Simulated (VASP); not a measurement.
A run of VASP 6.6.1 is set up as follows.

The input INCAR:

```
SYSTEM = SiC
PREC     = Accurate       ! precision mode
ENCUT    = 600            ! plane-wave cutoff, eV
EDIFF    = 1E-6           ! SCF threshold, eV
ISMEAR   = 0              ! smearing method
SIGMA    = 0.01           ! smearing width, eV
LREAL    = .FALSE.        ! projectors in reciprocal space
LASPH    = .TRUE.         ! aspherical terms in the spheres
NELM     = 120            ! most SCF steps
ALGO     = Normal         ! electronic algorithm
ISIF     = 2              ! what is computed and relaxed
LWAVE    = .FALSE.        ! write WAVECAR
LCHARG   = .TRUE.         ! write CHGCAR
GGA      = PS             ! functional
LELF     = .TRUE.         ! ELF
LVHAR    = .TRUE.       
NBANDS   = 11             ! bands
GGA_COMPAT= .FALSE.
```

KPOINTS

```
Automatic mesh
0
G
  6 6 6
  0 0 0
```

File POSCAR:

```
SiC
1.0
    0.0102318447      2.1899826403      2.1702084864
    2.1899826403      0.0102318447      2.1702084864
    2.2002144850      2.2002144850      0.0000000000
Si C
1 1
Direct
    0.0004663919      0.0004663919     -0.0004663919
    0.2495336081      0.2495336081      0.2504663919
```

Potentials or basis: VASP PAW PBE potentials, release 64 (Si, C).

Command:

```sh
$ cat potpaw_PBE.64/Si/POTCAR potpaw_PBE.64/C/POTCAR > POTCAR
$ mpirun -np 1 vasp_std > vasp.out
```

Estimate the band gap on the k mesh.

1.13 eV (least direct gap 4.36 eV).

Predict the pressure.

-1.2 GPa.

Stress tensor (GPa, compression positive):
```
-1.97 -2.23  0.00
-2.23 -1.97  0.00
 0.00  0.00  0.25
```

Caveat: the PAW data sets were made with another functional, which shifts forces and pressure a little. A k mesh can miss the band edges.
